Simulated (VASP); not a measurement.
Write the native input for VASP 6.6.1 that does the following.

* Task: single point
* Functional: r2SCAN
* Potentials or basis: VASP PAW PBE potentials, release 64 (Ca_sv, O)
* Cutoff: 520 eV
* k mesh: 8 × 8 × 8
* Occupations: gaussian, width 0.05 eV
* Spin: no spin polarisation
* Dipole correction: no
* Further INCAR settings: ALGO = Normal; EDIFF = 1e-06; NBANDS = 15

CaO:

```
Ca O
1.0
     0.00000    2.44900    2.44900
     2.44900    0.00000    2.44900
     2.44900    2.44900    0.00000
Ca O
1 1
Direct
  0.00000 0.00000 0.00000
  0.50000 0.31625 0.50000
```

This cell differs from its parent crystal: atom 2 (O) moved by (-0.450, -0.450) A along x and z.

These files were run (other wordings do the same):

POSCAR

```
CaO
1.0
    0.0000000000      2.4490000000      2.4490000000
    2.4490000000      0.0000000000      2.4490000000
    2.4490000000      2.4490000000      0.0000000000
Ca O
1 1
Direct
    0.0000000000      0.0000000000      0.0000000000
    0.5000000000      0.3162515312      0.5000000000
```

INCAR.step1

```
SYSTEM = CaO
PREC     = Accurate       ! precision mode
ENCUT    = 520            ! plane-wave cutoff, eV
ISMEAR   = 0              ! smearing method
SIGMA    = 0.05           ! smearing width, eV
LREAL    = .FALSE.        ! projectors in reciprocal space
LASPH    = .TRUE.         ! aspherical terms in the spheres
NELM     = 80             ! most SCF steps
NBANDS   = 15             ! bands
GGA      = PE             ! functional
ALGO     = Normal         ! electronic algorithm
EDIFF    = 1E-4           ! SCF threshold, eV
LWAVE    = .TRUE.         ! write WAVECAR
LCHARG   = .FALSE.        ! write CHGCAR
```

INCAR.step2

```
SYSTEM = CaO
PREC     = Accurate       ! precision mode
ENCUT    = 520            ! plane-wave cutoff, eV
EDIFF    = 1E-6           ! SCF threshold, eV
ISMEAR   = 0              ! smearing method
SIGMA    = 0.05           ! smearing width, eV
LREAL    = .FALSE.        ! projectors in reciprocal space
LASPH    = .TRUE.         ! aspherical terms in the spheres
NELM     = 80             ! most SCF steps
ALGO     = Normal         ! electronic algorithm
ISIF     = 2              ! what is computed and relaxed
LWAVE    = .FALSE.        ! write WAVECAR
LCHARG   = .FALSE.        ! write CHGCAR
METAGGA  = R2SCAN         ! meta-GGA
LMIXTAU  = .TRUE.       
NBANDS   = 15             ! bands
ISTART   = 1
```

KPOINTS

```
regular mesh
0
G
  8 8 8
  0 0 0
```

Potentials or basis: VASP PAW PBE potentials, release 64 (Ca_sv, O).

Run with:

```console
$ cat potpaw_PBE.64/Ca_sv/POTCAR potpaw_PBE.64/O/POTCAR > POTCAR
$ cp INCAR.step1 INCAR
$ mpirun -np 1 vasp_std > vasp.out
$ cp INCAR.step2 INCAR
$ mpirun -np 1 vasp_std > vasp.out
```

It gave:

```yaml
Pressure: 10.4 GPa
Largest_force: 2.817 eV/Å
Band_gap_on_the_k_mesh: 4.97 eV (least direct gap 5.20 eV)
```

Caveat: the cell differs from its parent crystal (atom 2 (O) moved by (-0.450, -0.450) A along x and z); the stress differs along the axes, from -7 to 19 GPa; the PAW data sets were made with another functional, which shifts forces and pressure a little.

It took 2.7 min on 1 thread of AMD EPYC 7R13 Processor (Zen 3), on a shared host, peak memory 0.16 GiB.
